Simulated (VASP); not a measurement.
K: single point with PBEsol

K:

```
K
1.0
     4.36933    0.52534    0.52534
     0.52534    4.36933    0.52534
     0.52534    0.52534    4.36933
K
1
Direct
  0.00000 0.00000 0.00000
```

This cell differs from its parent crystal: ratio of the length along [111] to the lengths across it x 1.41, volume and fractional coordinates fixed.

| Property | Result |
| --- | --- |
| Program | VASP 6.6.1 |
| Task | single point |
| Functional | PBEsol |
| Potentials or basis | VASP PAW PBE potentials, release 64 (K_sv) |
| Cutoff | 520 eV |
| k mesh | 12 × 12 × 12 |
| Occupations | gaussian, width 0.15 eV |
| Spin | no spin polarisation |
| Dipole correction | no |
| Further INCAR settings | ALGO = Fast; EDIFF = 1e-06; NBANDS = 10 |

```yaml
Pressure: -0.2 GPa
```

Stress tensor (GPa, compression positive):
```
-0.24  0.21  0.21
 0.21 -0.24  0.21
 0.21  0.21 -0.24
```

Levels at points of the mesh, in eV from the Fermi level:
```csv
k point,band 3,band 4,band 5,band 6,band 7,band 8
"(0.00, 0.00, 0.00)",-15.65,-15.65,-2.05,3.26,3.26,5.48
"(0.50, 0.00, 0.00)",-15.65,-15.64,0.04,0.26,3.43,5.07
"(0.50, 0.50, 0.00)",-15.69,-15.64,1.03,1.47,2.18,3.23
"(0.50, 0.50, 0.50)",-15.68,-15.68,1.29,1.92,3.04,3.04
```

Wall time 80 s on 1 thread of Intel(R) Xeon(R) Platinum 8488C (Sapphire Rapids) (shared host), peak memory 0.3 GiB.

Caveat: the PAW data sets were made with another functional, which shifts forces and pressure a little.
